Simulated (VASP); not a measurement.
# LaMgAs3 (R-3c) in VASP: single point with PBE

Aim: the single point of LaMgAs3 with PBE.

All numbers are computed with VASP 6.6.1; they aren't measurements. Logs are shortened: lines on timing, memory, paths and dates and some standing lists are left out, and cuts for length are marked.

### Step 1. The cell of the first run

Symmetry: R-3c, No. 167, trigonal system. The conventional cell has a = 6.293 Å, b = 6.293 Å, c = 15.250 Å, α = 90.00°, β = 90.00°, γ = 120.00°. Mg (site symmetry -3) has 6 As at 2.24 Å within 3.0 Å. Within 3.0 Å of As (site symmetry 2) lie 2 Mg at 2.24 Å and 1 La at 2.80 Å. Within 3.9 Å of La (site symmetry 32) lie 12 As at 2.80 to 3.49 Å and 8 Mg at 3.81 to 3.85 Å.

### Step 2. Single point, PBE

File POSCAR:

```
LaMgAs3
1.0
    3.1463480000      1.8165480000      5.0832920000
   -3.1463480000      1.8165480000      5.0832920000
    0.0000000000     -3.6330840000      5.0832920000
Mg As La
2 6 2
Direct
    0.0000000000      0.0000000000      0.0000000000
    0.5000000000      0.5000000000      0.5000000000
    0.8048000000      0.6952000000      0.2500000000
    0.2500000000      0.8048000000      0.6952000000
    0.6952000000      0.2500000000      0.8048000000
    0.1952000000      0.3048000000      0.7500000000
    0.7500000000      0.1952000000      0.3048000000
    0.3048000000      0.7500000000      0.1952000000
    0.2500000000      0.2500000000      0.2500000000
    0.7500000000      0.7500000000      0.7500000000
```

File INCAR.step1:

```
  PREC = Accurate
  ENCUT = 520
  EDIFF = 1E-6
  ISMEAR = 1
  SIGMA = 0.024
  LREAL = False
  LASPH = True
  NELM = 100
  ALGO = Normal
  ISIF = 2
  LWAVE = False
  LCHARG = True
  LMAXMIX = 6
  GGA = PE
  NBANDS = 39
```

File KPOINTS.step1:

```
regular mesh
0
Gamma
  5 5 5
```

File INCAR.step2:

```
  PREC = Accurate
  ENCUT = 520
  EDIFF = 1E-6
  ISMEAR = -5
  SIGMA = 0.024
  LREAL = False
  LASPH = True
  NELM = 100
  ALGO = Normal
  ISIF = 2
  LWAVE = False
  LCHARG = False
  LMAXMIX = 6
  GGA = PE
  LORBIT = 10
  NBANDS = 39
  NEDOS = 1001
  ICHARG = 11
```

File KPOINTS.step2:

```
regular mesh
0
Gamma
  8 8 8
```

Potentials or basis: VASP PAW PBE potentials, release 64 (Mg, As, La).

Started as:

```bash
$ cat potpaw_PBE.64/Mg/POTCAR potpaw_PBE.64/As/POTCAR potpaw_PBE.64/La/POTCAR > POTCAR
$ cp INCAR.step1 INCAR
$ cp KPOINTS.step1 KPOINTS
$ mpirun -np 1 vasp_std > vasp.out
$ cp INCAR.step2 INCAR
$ cp KPOINTS.step2 KPOINTS
$ mpirun -np 1 vasp_std > vasp.out
```

OUTCAR:

```text
PREC = Accurate
   ENCUT = 520
   EDIFF = 1E-6
   ISMEAR = -5
   LREAL = False
   LASPH = True
   NELM = 100
   ISIF = 2
   GGA = PE
   LORBIT = 10
   ICHARG = 11

 ion  position               nearest neighbor table
   1  0.000  0.000  0.000-   4 2.24   7 2.24   5 2.24   8 2.24   3 2.24   6 2.24
   2  0.500  0.500  0.500-   5 2.24   8 2.24   7 2.24   4 2.24   3 2.24   6 2.24
   3  0.805  0.695  0.250-   1 2.24   2 2.24   9 2.80  10 3.14  10 3.14
   4  0.250  0.805  0.695-   1 2.24   2 2.24   9 2.80  10 3.14  10 3.14
   5  0.695  0.250  0.805-   2 2.24   1 2.24   9 2.80  10 3.14  10 3.14
   6  0.195  0.305  0.750-   1 2.24   2 2.24  10 2.80   9 3.14   9 3.14
   7  0.750  0.195  0.305-   1 2.24   2 2.24  10 2.80   9 3.14   9 3.14
   8  0.305  0.750  0.195-   2 2.24   1 2.24  10 2.80   9 3.14   9 3.14
   9  0.250  0.250  0.250-   4 2.80   5 2.80   3 2.80   6 3.14   6 3.14   7 3.14   8 3.14   8 3.14
                             7 3.14
  10  0.750  0.750  0.750-   7 2.80   8 2.80   6 2.80   3 3.14   3 3.14   5 3.14   4 3.14   5 3.14
                             4 3.14

  LATTYP: Found a trigonal (rhomboedric) cell.
 ALAT       =     6.2481365166
 COS(alpha) =     0.4928429261

  Lattice vectors:

 A1 = (   3.1463480000,   1.8165480000,   5.0832920000)
 A2 = (  -3.1463480000,   1.8165480000,   5.0832920000)
 A3 = (   0.0000000000,  -3.6330840000,   5.0832920000)

Analysis of symmetry for initial positions (statically):
=====================================================================
 Subroutine PRICEL returns:
 Original cell was already a primitive cell.

 Routine SETGRP: Setting up the symmetry group for a
 trigonal (rhombohedral) supercell.

 Subroutine GETGRP returns: Found 12 space group operations
 (whereof  6 operations were pure point group operations)
 out of a pool of 12 trial point group operations.

The static configuration has the point symmetry S_6 .
 The point group associated with its full space group is D_3d.

Analysis of symmetry for dynamics (positions and initial velocities):
=====================================================================
 Subroutine PRICEL returns:
 Original cell was already a primitive cell.

 Routine SETGRP: Setting up the symmetry group for a
 trigonal (rhombohedral) supercell.

 Subroutine GETGRP returns: Found 12 space group operations
 (whereof  6 operations were pure point group operations)
 out of a pool of 12 trial point group operations.

The dynamic configuration has the point symmetry S_6 .
 The point group associated with its full space group is D_3d.

 Subroutine INISYM returns: Found 12 space group operations
 (whereof  6 operations are pure point group operations),
 and found     1 'primitive' translations

----------------------------------------------------------------------------------------

                                     Primitive cell

  volume of cell :     174.3207

  direct lattice vectors                    reciprocal lattice vectors
     3.146348000  1.816548000  5.083292000     0.158914399  0.091749314  0.065574231
    -3.146348000  1.816548000  5.083292000    -0.158914399  0.091749314  0.065574231
     0.000000000 -3.633084000  5.083292000     0.000000000 -0.183498629  0.065574448

  length of vectors
     6.248136517  6.248136517  6.248132274     0.194863292  0.194863292  0.194863427

  position of ions in fractional coordinates (direct lattice)
     0.000000000  0.000000000  0.000000000
     0.500000000  0.500000000  0.500000000
     0.804800000  0.695200000  0.250000000
     0.250000000  0.804800000  0.695200000
     0.695200000  0.250000000  0.804800000
     0.195200000  0.304800000  0.750000000
     0.750000000  0.195200000  0.304800000
     0.304800000  0.750000000  0.195200000
     0.250000000  0.250000000  0.250000000
     0.750000000  0.750000000  0.750000000

  ion indices of the primitive-cell ions
   primitive index   ion index
                 1           1
                 2           2
                 3           3
                 4           4
                 5           5
[... 26 lines left out ...]

 TETIRR: Found    256 inequivalent tetrahedra from     3072

 Subroutine IBZKPT returns following result:
 ===========================================

 Found     65 irreducible k-points:

 Following reciprocal coordinates:
            Coordinates               Weight
  0.000000  0.000000  0.000000      1.000000
  0.125000 -0.000000  0.000000      6.000000
  0.250000 -0.000000  0.000000      6.000000
  0.375000  0.000000 -0.000000      6.000000
  0.500000 -0.000000  0.000000      3.000000
  0.125000  0.125000  0.000000      6.000000
[... 16 lines left out ...]
  0.250000  0.125000  0.125000      6.000000
  0.375000  0.125000  0.125000      6.000000
 [... further k-points ...]
   k-points           NKPTS =     65   k-points in BZ     NKDIM =     65   number of bands    NBANDS=     39
   number of dos      NEDOS =   1001   number of ions     NIONS =     10
   total plane-waves  NPLWV = 110592
   dimension x,y,z NGX =    48 NGY =   48 NGZ =   48
   dimension x,y,z NGXF=    96 NGYF=   96 NGZF=   96
   ions per type =               2   6   2
   NGX,Y,Z   is equivalent  to a cutoff of  12.77, 12.77, 12.77 a.u.
   NGXF,Y,Z  is equivalent  to a cutoff of  25.54, 25.54, 25.54 a.u.
 SYSTEM =  unknown system
   PREC   = accura    normal or accurate (medium, high low for compatibility)
   ISTART =      0    job   : 0-new  1-cont  2-samecut
   ICHARG =     11    charge: 1-file 2-atom 10-const
   ISPIN  =      1    spin polarized calculation?
   LNONCOLLINEAR =      F non collinear calculations
   LSORBIT =      F    spin-orbit coupling
   LASPH  =      T    aspherical Exc in radial PAW
   ENCUT  =  520.0 eV  38.22 Ry    6.18 a.u.  11.62 11.62 11.62*2*pi/ulx,y,z
   NELM   =    100;   NELMIN=  2; NELMDL=  0     # of ELM steps
   EDIFF  = 0.1E-05   stopping-criterion for ELM
   LREAL  =      F    real-space projection
   EDIFFG = 0.1E-04   stopping-criterion for IOM
   NSW    =      0    number of steps for IOM
   IBRION =     -1    ionic relax: 0-MD 1-quasi-New 2-CG
   NFREE  =      0    steps in history (QN), initial steepest desc. (CG)
   ISIF   =      2    stress and relaxation
   ISYM   =      2    0-nonsym 1-usesym 2-fastsym
   POTIM  = 0.5000    time-step for ionic-motion
   TEBEG  =    0.0;   TEEND  =   0.0 temperature during run
   PSTRESS=    0.0 pullay stress
   NELECT =      56.0000    total number of electrons
   NUPDOWN=      -1.0000    fix difference up-down
   EMIN   =  10.00;   EMAX   =-10.00  energy-range for DOS
   EFERMI =   0.00;   METHOD = LEGACY
   ISMEAR =    -5;   SIGMA  =   0.02  broadening in eV -4-tet -1-fermi 0-gaus
   EFERMI_NEDOS =   21; number of points for ismear=-14 and -15
   IALGO  =     38    algorithm
   IMIX   =      4    mixing-type and parameters
     AMIX     =   0.40;   BMIX     =  1.00
     AMIX_MAG =   1.60;   BMIX_MAG =  1.00
  volume/ion in A,a.u.               =      17.43       117.64
  Fermi-wavevector in a.u.,A,eV,Ry     =   1.121212  2.118784 17.104115  1.257117
  Thomas-Fermi vector in A             =   2.257864
   LORBIT       =     10    0 simple, 1 ext, 2 COOP (PROOUT), +10 PAW based schemes
   GGA     = PE    functional components
   LHFCALC =     F    Hartree Fock is set to
   AEXX    =    0.0000 exact exchange contribution
   IVDW    =     0    specifies the selected vdW correction
   LEPSILON=     F    determine dielectric tensor
   LRPA    =     F    only Hartree local field effects (RPA)
 non-spin polarized calculation
 Fermi weights with tetrahedron method with Bloechl corrections
  energy-cutoff  :      520.00
  volume of cell :      174.32
 maximum number of plane-waves:      4724
 NGX is ok and might be reduce to    48

 number of electron      56.0000002 magnetization

 Free energy of the ion-electron system (eV)
  ---------------------------------------------------
  ext. energy  EPLUGINS =         0.00000000
  ---------------------------------------------------
  free energy    TOTEN  =       -36.65290820 eV

  energy without entropy =      -36.65290820  energy(sigma->0) =      -36.65290820

 E-fermi :   8.7557     XC(G=0): -11.1270

 val. band max:        8.8420451143   @ k =  -0.2500   0.5000   0.2500
 cond. band min:       8.6934536280   @ k =  -0.3750  -0.3750   0.2500
 fundamental gap:     -0.1485914862
 Fermi energy:         8.7557435149

 k-point     1 :       0.0000    0.0000    0.0000
  band No.  band energies     occupation
      1     -23.3877      2.00000
      2     -23.3440      2.00000
      3      -7.7026      2.00000
      4      -7.7026      2.00000
      5      -7.5061      2.00000
      6      -7.4604      2.00000
[... 997 lines left out ...]
     38      11.4419      0.00000
     39      11.5662      0.00000

 [... further k-points ...]

------------------------ aborting loop because EDIFF is reached ----------------------------------------

  FORCE on cell =-STRESS in cart. coord.  units (eV):
  Direction    XX          YY          ZZ          XY          YZ          ZX
  --------------------------------------------------------------------------------------
  -------------------------------------------------------------------------------------
  Total       48.2233209     48.2232750     34.7320912     -0.0000000      0.0000273     -0.0000000
  in kB      443.2193491    443.2189271    319.2217910     -0.0000000      0.0002512     -0.0000000
  external PRESSURE =     401.8866891 kB  Pullay stress =       0.0000000 kB

 VOLUME and BASIS-vectors are now :
 -----------------------------------------------------------------------------
  energy-cutoff  :      520.00
  volume of cell :      174.32
      direct lattice vectors                 reciprocal lattice vectors
     3.146348000  1.816548000  5.083292000     0.158914399  0.091749314  0.065574231
    -3.146348000  1.816548000  5.083292000    -0.158914399  0.091749314  0.065574231
     0.000000000 -3.633084000  5.083292000     0.000000000 -0.183498629  0.065574448

 POSITION                                       TOTAL-FORCE (eV/Angst)
 -----------------------------------------------------------------------------------
      0.00000      0.00000      0.00000         0.000000     -0.000000     -0.000000
      0.00000      0.00001      7.62494         0.000000     -0.000000     -0.000000
      0.34484      1.81655      8.89576        -0.360941     -0.000000      0.000000
     -1.74559     -0.60963      8.89576         0.180471     -0.312584     -0.000000
      1.40075     -1.20690      8.89576         0.180471      0.312584     -0.000000
     -0.34484     -1.81654      6.35412         0.360941     -0.000000      0.000000
      1.74559      0.60964      6.35412        -0.180471      0.312584     -0.000000
     -1.40075      1.20692      6.35412        -0.180471     -0.312584     -0.000000
      0.00000      0.00000      3.81247         0.000000      0.000000     -0.000000
      0.00000      0.00001     11.43741         0.000000     -0.000000     -0.000000
 -----------------------------------------------------------------------------------
    total drift:                                0.000000      0.000000     -0.000000

  FREE ENERGIE OF THE ION-ELECTRON SYSTEM (eV)
  ---------------------------------------------------
  free  energy   TOTEN  =       -36.6529082030 eV

  energy  without entropy=      -36.6529082030  energy(sigma->0) =      -36.65290820

 total charge

# of ion       s       p       d       f       tot
--------------------------------------------------
    1        0.270   0.335   0.137   0.000   0.743
    2        0.270   0.335   0.137   0.000   0.743
    3        1.291   1.604   0.044   0.000   2.940
    4        1.291   1.604   0.044   0.000   2.940
    5        1.291   1.604   0.044   0.000   2.940
    6        1.291   1.604   0.044   0.000   2.940
    7        1.291   1.604   0.044   0.000   2.940
    8        1.291   1.604   0.044   0.000   2.940
    9        2.020   5.622   0.840   0.271   8.754
   10        2.020   5.622   0.840   0.271   8.754
--------------------------------------------------
tot         12.330  21.542   2.219   0.543  36.633
```

It took 20 min on 1 thread of Intel Xeon 8259CL, shared host; peak memory 0.62 GiB.

Results:

- Valence electrons inside the program's atomic spheres: Mg 0.74; As 2.94; La 8.75

Levels at points of the mesh, in eV from the Fermi level:
```
           k point  band 24  band 25  band 26  band 27  band 28  band 29  band 30  band 31  band 32  band 33
(0.00, 0.00, 0.00)    -0.63    -0.29    -0.29    -0.18     0.49     0.49     1.57     1.57     1.92     2.11
(0.50, 0.00, 0.00)    -2.38    -2.08    -2.08    -0.03    -0.03     1.02     1.02     1.31     1.31     2.28
(0.50, 0.50, 0.00)    -1.89    -1.82    -1.62    -1.39    -1.10     0.25     0.44     0.62     1.30     2.11
(0.50, 0.50, 0.50)    -2.25    -2.25    -2.25    -0.51    -0.51     0.41     0.41     0.41     0.41     2.69
```

Caveat: spin-orbit coupling is left out, which moves the levels of the heavy elements; tetrahedron occupations give inexact forces and stress in metals.
